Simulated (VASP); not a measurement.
## W2Cl: single point with PBE

Crystal: W2Cl.

```
CELL_PARAMETERS angstrom
1.58775 0.91669 6.17904
-1.58775 0.91669 6.17904
0.00000 -1.83337 6.17904
ATOMIC_POSITIONS crystal
W 0.78766 0.78766 0.78766
W 0.21234 0.21234 0.21234
Cl 0.00000 0.00000 0.00000
```

* Program: VASP 6.6.1
* Task: single point
* Functional: PBE
* Potentials or basis: VASP PAW PBE potentials, release 64 (W_sv, Cl)
* Cutoff: 520 eV
* k mesh: 18 × 18 × 18
* Occupations: gaussian, width 0.1 eV
* Spin: no spin polarisation

The pressure is 0.5 GPa and the largest force is 0.069 eV/Å. The band gap on the k mesh is zero (an odd number of electrons rules out a gap without spin polarisation).

Forces in eV/Å, atoms in the order of the input:
```
W    0.000  0.000 -0.069
W    0.000  0.000  0.069
Cl   0.000  0.000  0.000
```

Stress tensor (GPa, compression positive):
```
0.37 0.00 0.00
0.00 0.37 0.00
0.00 0.00 0.63
```

Levels at points of the mesh, in eV from the Fermi level:
| k point | band 16 | band 17 | band 18 | band 19 | band 20 | band 21 |
| --- | --- | --- | --- | --- | --- | --- |
| (0.00, 0.00, 0.00) | -2.34 | -1.60 | -1.60 | 1.51 | 1.88 | 1.88 |
| (0.50, 0.00, 0.00) | -2.00 | -0.39 | 0.70 | 1.47 | 2.12 | 2.62 |
| (0.50, 0.50, 0.00) | -1.40 | -0.78 | 1.07 | 1.89 | 2.19 | 2.47 |
| (0.50, 0.50, 0.50) | -2.31 | -2.22 | -2.22 | 1.25 | 2.12 | 2.49 |

Wall time 46 min on 1 thread of Oxide Virtual Turin-like Processor (shared host), peak memory 0.77 GiB.

Caveat: spin-orbit coupling is left out, which moves the levels of the heavy elements.
